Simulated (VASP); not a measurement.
Runs of VASP 6.6.1 on HfO2. The structure is that of space group P4_2/nmc (No. 137), or close to it. The cells are those of the table. 

```csv
task,level,cell,smearing,k mesh for the DOS,occupations for the DOS,gap on the mesh (eV),pressure (GPa),largest force (eV/Å)
single point,PBE,"a = 3.712, b = 3.712, c = 5.206 Å, 6 atoms",gaussian 0.02 eV,-,-,4.07,-12.8,0.05
single point,PBE,"a = 3.604, b = 3.604, c = 5.264 Å, 6 atoms",gaussian 0.01 eV,-,-,4.65,-3.1,0.05
single point,PBE,"a = 3.595, b = 3.595, c = 5.233 Å, 6 atoms",gaussian 0.02 eV,-,-,4.65,(b),0.05
single point,PBE,"a = 3.604, b = 3.604, c = 5.264 Å, 6 atoms",gaussian 0.02 eV,-,-,4.65,-3.1,0.05
single point,PBE,"a = 3.629, b = 3.629, c = 5.348 Å, 6 atoms",gaussian 0.02 eV,-,-,4.65,-7.4,0.06
single point,PBE,"a = 3.520, b = 3.520, c = 5.039 Å, 6 atoms",gaussian 0.02 eV,-,-,(a),(c),0.02
```

Alike in all rows: potentials or basis VASP PAW PBE potentials, release 64 (Hf_pv, O); no spin polarisation; k mesh 6 × 6 × 4; cutoff (eV) 520.

Question: Estimate the missing entries.

Answer: (a) 4.57; (b) -1.2; (c) 16.0.

Caveats: spin-orbit coupling is left out, which moves the levels of the heavy elements.

A k mesh can miss the band edges, and the runs leave out spin-orbit coupling on Hf.
